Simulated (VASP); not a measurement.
# C (P6_3/mmc) in VASP: a series of runs

The runs below take C through relaxation of cell and atoms, with PBEsol.

All numbers are computed with VASP 6.6.1; they aren't measurements. Logs are shortened: lines on timing, memory, paths and dates and some standing lists are left out, and cuts for length are marked.

## 1. The cell of the first run

It takes space group P6_3/mmc (No. 194, hexagonal). Conventional cell: a = 2.120 Å, b = 2.120 Å, c = 3.462 Å, α = 90.00°, β = 90.00°, γ = 120.00°. Within 2.8 Å of C (site symmetry -6m2) lie 12 C at 2.12 Å.

## 2. Relaxation of cell and atoms, PBEsol

Input file INCAR:

```
SYSTEM = C
  ALGO = Normal
  EDIFF = 1E-7
  EDIFFG = -0.01
  ENCUT = 600
  GGA = PS
  GGA_COMPAT = .False.
  IBRION = 2
  ISIF = 3
  ISMEAR = 1
  LASPH = .True.
  LCHARG = .False.
  LREAL = .False.
  LWAVE = .False.
  NELM = 120
  NELMIN = 4
  NSW = 60
  PREC = Accurate
  SIGMA = 0.05
```

Input file KPOINTS:

```
k-points
0
Gamma
  11 11 6
  0 0 0
```

Input file POSCAR:

```
C
1.0
    2.1200000000      0.0000000000      0.0000000000
   -1.0600000000      1.8359738560      0.0000000000
    0.0000000000      0.0000000000      3.4619600000
C
2
Direct
    0.3333333333      0.6666666667      0.2500000000
    0.6666666667      0.3333333333      0.7500000000
```

Potentials or basis: VASP PAW PBE potentials, release 64 (C).

Run with:

```sh
$ cat potpaw_PBE.64/C/POTCAR > POTCAR
$ mpirun -np 1 vasp_std > vasp.out
```

OUTCAR:

```text
SYSTEM = C
   EDIFF = 1E-7
   EDIFFG = -0.01
   ENCUT = 600
   GGA = PS
   IBRION = 2
   ISIF = 3
   ISMEAR = 1
   LASPH = .True.
   LREAL = .False.
   NELM = 120
   NELMIN = 4
   NSW = 60
   PREC = Accurate

 ion  position               nearest neighbor table
   1  0.333  0.667  0.250-
   2  0.667  0.333  0.750-

  LATTYP: Found a hexagonal cell.
 ALAT       =     2.1200000000
 C/A-ratio  =     1.6330000000

  Lattice vectors:

 A1 = (   2.1200000000,   0.0000000000,   0.0000000000)
 A2 = (  -1.0600000000,   1.8359738560,   0.0000000000)
 A3 = (   0.0000000000,   0.0000000000,   3.4619600000)

Analysis of symmetry for initial positions (statically):
=====================================================================
 Subroutine PRICEL returns:
 Original cell was already a primitive cell.

 Routine SETGRP: Setting up the symmetry group for a
 hexagonal supercell.

 Subroutine GETGRP returns: Found 24 space group operations
 (whereof 12 operations were pure point group operations)
 out of a pool of 24 trial point group operations.

The static configuration has the point symmetry D_3d.
 The point group associated with its full space group is D_6h.

Analysis of symmetry for dynamics (positions and initial velocities):
=====================================================================
 Subroutine PRICEL returns:
 Original cell was already a primitive cell.

 Routine SETGRP: Setting up the symmetry group for a
 hexagonal supercell.

 Subroutine GETGRP returns: Found 24 space group operations
 (whereof 12 operations were pure point group operations)
 out of a pool of 24 trial point group operations.

The dynamic configuration has the point symmetry D_3d.
 The point group associated with its full space group is D_6h.

 Subroutine INISYM returns: Found 24 space group operations
 (whereof 12 operations are pure point group operations),
 and found     1 'primitive' translations

----------------------------------------------------------------------------------------

                                     Primitive cell

  volume of cell :      13.4749

  direct lattice vectors                    reciprocal lattice vectors
     2.120000000  0.000000000  0.000000000     0.471698113  0.272335033  0.000000000
    -1.060000000  1.835973856  0.000000000     0.000000000  0.544670065  0.000000000
     0.000000000  0.000000000  3.461960000     0.000000000  0.000000000  0.288853713

  length of vectors
     2.120000000  2.120000000  3.461960000     0.544670065  0.544670065  0.288853713

  position of ions in fractional coordinates (direct lattice)
     0.333333333  0.666666667  0.250000000
     0.666666667  0.333333333  0.750000000

  ion indices of the primitive-cell ions
   primitive index   ion index
                 1           1
                 2           2

----------------------------------------------------------------------------------------

 KPOINTS: k-points

Automatic generation of k-mesh.
 Grid dimensions read from file:
 generate k-points for:   11   11    6

 Generating k-lattice:

  Cartesian coordinates                     Fractional coordinates (reciprocal lattice)
     0.042881647  0.024757730  0.000000000     0.090909091 -0.000000000  0.000000000
     0.000000000  0.049515460  0.000000000     0.000000000  0.090909091  0.000000000
     0.000000000  0.000000000  0.048142285     0.000000000  0.000000000  0.166666667

  Length of vectors
     0.049515460  0.049515460  0.048142285

  Shift w.r.t. Gamma in fractional coordinates (k-lattice)
     0.000000000  0.000000000  0.000000000

 Subroutine IBZKPT returns following result:
 ===========================================

 Found     64 irreducible k-points:

 Following reciprocal coordinates:
            Coordinates               Weight
  0.000000  0.000000  0.000000      1.000000
  0.090909  0.000000  0.000000      6.000000
  0.181818  0.000000  0.000000      6.000000
  0.272727  0.000000  0.000000      6.000000
  0.363636  0.000000  0.000000      6.000000
  0.454545  0.000000  0.000000      6.000000
[... 16 lines left out ...]
  0.090909  0.090909  0.166667     12.000000
  0.181818  0.090909  0.166667     24.000000
 [... further k-points ...]
   k-points           NKPTS =     64   k-points in BZ     NKDIM =     64   number of bands    NBANDS=      8
   number of dos      NEDOS =    301   number of ions     NIONS =      2
   total plane-waves  NPLWV =   9072
   dimension x,y,z NGX =    18 NGY =   18 NGZ =   28
   dimension x,y,z NGXF=    36 NGYF=   36 NGZF=   56
   ions per type =               2
   NGX,Y,Z   is equivalent  to a cutoff of  14.12, 14.12, 13.45 a.u.
   NGXF,Y,Z  is equivalent  to a cutoff of  28.23, 28.23, 26.89 a.u.
 SYSTEM =  C
   PREC   = accura    normal or accurate (medium, high low for compatibility)
   ISTART =      0    job   : 0-new  1-cont  2-samecut
   ICHARG =      2    charge: 1-file 2-atom 10-const
   ISPIN  =      1    spin polarized calculation?
   LNONCOLLINEAR =      F non collinear calculations
   LSORBIT =      F    spin-orbit coupling
   LASPH  =      T    aspherical Exc in radial PAW
   ENCUT  =  600.0 eV  44.10 Ry    6.64 a.u.   4.23  4.23  6.91*2*pi/ulx,y,z
   NELM   =    120;   NELMIN=  4; NELMDL= -5     # of ELM steps
   EDIFF  = 0.1E-06   stopping-criterion for ELM
   LREAL  =      F    real-space projection
   EDIFFG = -.1E-01   stopping-criterion for IOM
   NSW    =     60    number of steps for IOM
   IBRION =      2    ionic relax: 0-MD 1-quasi-New 2-CG
   NFREE  =      1    steps in history (QN), initial steepest desc. (CG)
   ISIF   =      3    stress and relaxation
   ISYM   =      2    0-nonsym 1-usesym 2-fastsym
   POTIM  = 0.5000    time-step for ionic-motion
   TEBEG  =    0.0;   TEEND  =   0.0 temperature during run
   PSTRESS=    0.0 pullay stress
   NELECT =       8.0000    total number of electrons
   NUPDOWN=      -1.0000    fix difference up-down
   EMIN   =  10.00;   EMAX   =-10.00  energy-range for DOS
   EFERMI =   0.00;   METHOD = LEGACY
   ISMEAR =     1;   SIGMA  =   0.05  broadening in eV -4-tet -1-fermi 0-gaus
   EFERMI_NEDOS =   21; number of points for ismear=-14 and -15
   IALGO  =     38    algorithm
   IMIX   =      4    mixing-type and parameters
     AMIX     =   0.40;   BMIX     =  1.00
     AMIX_MAG =   1.60;   BMIX_MAG =  1.00
  volume/ion in A,a.u.               =       6.74        45.47
  Fermi-wavevector in a.u.,A,eV,Ry     =   1.375931  2.600133 25.758365  1.893186
  Thomas-Fermi vector in A             =   2.501222
   LORBIT       =      0    0 simple, 1 ext, 2 COOP (PROOUT), +10 PAW based schemes
   GGA     = PS    functional components
   LHFCALC =     F    Hartree Fock is set to
   AEXX    =    0.0000 exact exchange contribution
   IVDW    =     0    specifies the selected vdW correction
   LEPSILON=     F    determine dielectric tensor
   LRPA    =     F    only Hartree local field effects (RPA)
 conjugate gradient relaxation of ions
 non-spin polarized calculation
 Methfessel and Paxton  Order N= 1 SIGMA  =   0.05
  energy-cutoff  :      600.00
  volume of cell :       13.47
 maximum number of plane-waves:       462
 NGX is ok and might be reduce to    18
   NGX =  9   NGY =  9   NGZ = 13

--------------------------------------- Ionic step        1  -------------------------------------------

 number of electron       8.0000000 magnetization

 Free energy of the ion-electron system (eV)
  ---------------------------------------------------
  ext. energy  EPLUGINS =         0.00000000
  ---------------------------------------------------
  free energy    TOTEN  =       -10.56040392 eV

  energy without entropy =      -10.55983170  energy(sigma->0) =      -10.56021318

------------------------ aborting loop because EDIFF is reached ----------------------------------------

  FORCE on cell =-STRESS in cart. coord.  units (eV):
  Direction    XX          YY          ZZ          XY          YZ          ZX
  --------------------------------------------------------------------------------------
  -------------------------------------------------------------------------------------
  Total       -0.7022255     -0.7022255      0.3112448      0.0000000     -0.0000000      0.0000000
  in kB      -83.4954479    -83.4954479     37.0073792      0.0000000     -0.0000000      0.0000000
  external PRESSURE =     -43.3278389 kB  Pullay stress =       0.0000000 kB
[... 89 lines left out ...]
  FREE ENERGIE OF THE ION-ELECTRON SYSTEM (eV)
  ---------------------------------------------------
  free  energy   TOTEN  =       -10.5849039042 eV

  energy  without entropy=      -10.5846010358  energy(sigma->0) =      -10.58480295

[... ionic steps 4 to 8 ...]

--------------------------------------- Ionic step        9  -------------------------------------------

 number of electron       8.0000000 magnetization

------------------------ aborting loop because EDIFF is reached ----------------------------------------

  FORCE on cell =-STRESS in cart. coord.  units (eV):
  Direction    XX          YY          ZZ          XY          YZ          ZX
  --------------------------------------------------------------------------------------
  -------------------------------------------------------------------------------------
  Total       -0.0207583     -0.0207583      0.0903064      0.0000000      0.0000000     -0.0000000
  in kB       -2.5051871     -2.5051871     10.8985104      0.0000000      0.0000000     -0.0000000
  external PRESSURE =       1.9627121 kB  Pullay stress =       0.0000000 kB
[... 57 lines left out ...]
  energy  without entropy=      -10.5947607882  energy(sigma->0) =      -10.59467958

--------------------------------------- Ionic step       11  -------------------------------------------

 number of electron       8.0000000 magnetization

 Free energy of the ion-electron system (eV)
  ---------------------------------------------------
  ext. energy  EPLUGINS =         0.00000000
  ---------------------------------------------------
  free energy    TOTEN  =       -10.59464909 eV

  energy without entropy =      -10.59473330  energy(sigma->0) =      -10.59467716

 E-fermi :   8.7808     XC(G=0): -13.2415

 val. band max:        8.7440388257   @ k =   0.4545   0.0000   0.1667
 cond. band min:       8.7950995951   @ k =   0.3636   0.2727   0.0000
 fundamental gap:      0.0510607693
 Fermi energy:         8.7808195025

 k-point     1 :       0.0000    0.0000    0.0000
  band No.  band energies     occupation
      1     -11.1798      2.00000
      2      -2.2479      2.00000
      3      -1.0966      2.00000
      4      16.4614      0.00000
      5      16.7494      0.00000
      6      16.7494      0.00000
      7      18.2190      0.00000
      8      18.2190      0.00000
[... 243 lines left out ...]
 k-point    24 :       0.1818    0.0909    0.1667
  band No.  band energies     occupation
      1      -8.6377      2.00000
      2      -2.4261      2.00000
      3       3.7315      2.00000
      4      10.6351      0.00000
      5      12.9281      0.00000
      6      14.4276      0.00000
      7      15.4877      0.00000
      8      16.2818      0.00000

 [... further k-points ...]

------------------------ aborting loop because EDIFF is reached ----------------------------------------

  FORCE on cell =-STRESS in cart. coord.  units (eV):
  Direction    XX          YY          ZZ          XY          YZ          ZX
  --------------------------------------------------------------------------------------
  -------------------------------------------------------------------------------------
  Total       -0.0036348     -0.0036348     -0.0000242      0.0000000     -0.0000000     -0.0000000
  in kB       -0.4378288     -0.4378288     -0.0029138      0.0000000     -0.0000000     -0.0000000
  external PRESSURE =      -0.2928572 kB  Pullay stress =       0.0000000 kB
[... 17 lines left out ...]
  FREE ENERGIE OF THE ION-ELECTRON SYSTEM (eV)
  ---------------------------------------------------
  free  energy   TOTEN  =       -10.5946490856 eV

  energy  without entropy=      -10.5947332990  energy(sigma->0) =      -10.59467716

 reached required accuracy - stopping structural energy minimisation
```

It took 68 s on 1 thread of Intel Xeon 8259CL, shared host; peak memory 0.12 GiB.

Results:

```yaml
Free_energy: -10.5946 eV
Relaxed_volume: 6.65 Å³/atom
Relaxed_cell: a = 2.062 Å, b = 2.062 Å, c = 3.612 Å, α = 90.00°, β = 90.00°, γ = 120.00°
Space_group_after_relaxing_to_0.1_Å: P6_3/mmc (No. 194)
Energy_gained_by_relaxing: 17.1 meV/atom
Ionic_steps: 11
Pressure_after_relaxing: 0.0 GPa
Band_gap_on_the_k_mesh: zero (bands 4 and 5 overlap by 11.55 eV)
```

Step by step:
| step | energy change (eV) | largest force (eV/Å) | pressure (GPa) | volume (Å³) |
| --- | --- | --- | --- | --- |
| 1 | 0.0000 | 0.0000 | -4.33 | 13.47 |
| 2 | -0.0227 | 0.0000 | 0.11 | 13.12 |
| 3 | -0.0245 | 0.0000 | 1.36 | 13.04 |
| 4 | -0.0259 | 0.0000 | 3.84 | 12.89 |
| 5 | -0.0317 | 0.0000 | 2.92 | 13.05 |
| 6 | -0.0325 | 0.0000 | 2.03 | 13.14 |
| 7 | -0.0326 | 0.0000 | 2.60 | 13.10 |
| 8 | -0.0339 | 0.0000 | -0.69 | 13.34 |
| 9 | -0.0341 | 0.0000 | 0.20 | 13.28 |
| 10 | -0.0342 | 0.0000 | -0.11 | 13.31 |
| 11 | -0.0342 | 0.0000 | -0.03 | 13.30 |

Final structure:
```
C
1.0
     2.06203    0.00000    0.00000
    -1.03102    1.78577    0.00000
     0.00000    0.00000    3.61214
C
2
Direct
  0.33333 0.66667 0.25000
  0.66667 0.33333 0.75000
```

Caveat: the PAW data sets were made with another functional, which shifts forces and pressure a little.

## 3. Relaxation of cell and atoms, PBEsol

This run uses another cell than the first one, of 7.23 Å³/atom.

Input file INCAR:

```
SYSTEM = C
PREC     = Accurate       ! precision mode
ENCUT    = 600            ! plane-wave cutoff, eV
EDIFF    = 1E-7           ! SCF threshold, eV
ISMEAR   = 1              ! smearing method
SIGMA    = 0.05           ! smearing width, eV
LREAL    = .False.        ! projectors in reciprocal space
LASPH    = .True.         ! aspherical terms in the spheres
NELM     = 120            ! most SCF steps
ALGO     = Normal         ! electronic algorithm
ISIF     = 3              ! what is computed and relaxed
LWAVE    = .False.        ! write WAVECAR
LCHARG   = .False.        ! write CHGCAR
GGA      = PS             ! functional
IBRION   = 2              ! ionic algorithm
NSW      = 60             ! ionic steps
EDIFFG   = -0.01          ! ionic threshold
GGA_COMPAT= .False.      
NELMIN   = 4
```

Input file KPOINTS:

```
regular mesh
0
Gamma
  13 13 4
  0 0 0
```

Input file POSCAR:

```
C
1.0
    1.6919786671      0.0000000000      0.0000000000
   -0.8459893335      1.4652965084      0.0000000000
    0.0000000000      0.0000000000      5.8302375663
C
2
Direct
    0.3333333333      0.6666666667      0.2500000000
    0.6666666667      0.3333333333      0.7500000000
```

Potentials or basis: VASP PAW PBE potentials, release 64 (C).

Run with:

```sh
$ cat potpaw_PBE.64/C/POTCAR > POTCAR
$ mpirun -np 1 vasp_std > vasp.out
```

It took 1.7 min on 1 thread of Intel Xeon 8259CL, shared host; peak memory 0.12 GiB.

It converged, with:

```yaml
Free_energy: -11.5784 eV
Relaxed_volume: 8.43 Å³/atom
Relaxed_cell: a = 1.717 Å, b = 1.717 Å, c = 6.604 Å, α = 90.00°, β = 90.00°, γ = 120.00°
Space_group_after_relaxing_to_0.1_Å: P6_3/mmc (No. 194)
Energy_gained_by_relaxing: 15.5 meV/atom
Ionic_steps: 11
Pressure_after_relaxing: -0.1 GPa
Band_gap_on_the_k_mesh: zero (bands 4 and 5 overlap by 1.95 eV)
```

Stress tensor (GPa, compression positive):
```
-0.17  0.00  0.00
 0.00 -0.17  0.00
 0.00  0.00 -0.01
```

Step by step:
```csv
step,energy change (eV),largest force (eV/Å),pressure (GPa),volume (Å³)
1,0.0000,0.0000,8.70,14.45
2,-0.0034,0.0000,-4.96,15.29
3,-0.0125,0.0000,0.90,14.89
4,-0.0177,0.0000,0.66,15.08
5,-0.0247,0.0000,0.39,15.62
6,-0.0263,0.0000,0.05,15.84
7,-0.0287,0.0000,0.04,16.28
8,-0.0303,0.0000,-0.41,17.18
9,-0.0308,0.0000,0.04,16.72
10,-0.0309,0.0000,-0.19,16.95
11,-0.0310,0.0000,-0.12,16.87
```

Final structure:
```
C
1.0
     1.71737    0.00000    0.00000
    -0.85869    1.48729    0.00000
     0.00000    0.00000    6.60434
C
2
Direct
  0.33333 0.66667 0.25000
  0.66667 0.33333 0.75000
```

Levels at points of the mesh, in eV from the Fermi level:
```
           k point  band 2  band 3  band 4  band 5  band 6  band 7
(0.00, 0.00, 0.00)  -20.93   -9.49   -7.29    3.46   10.74   16.38
(0.00, 0.00, 0.50)  -21.10   -8.51   -8.51    6.43    6.43   16.39
```

Caveat: the volume moved by over 15 % at a fixed basis, so the end points are rough; the PAW data sets were made with another functional, which shifts forces and pressure a little; this functional lacks dispersion, which binds layers or chains, so the pressure and a relaxed spacing across them are unreliable.

The gap in the log of VASP goes by the Fermi energy; the results here count the filled bands.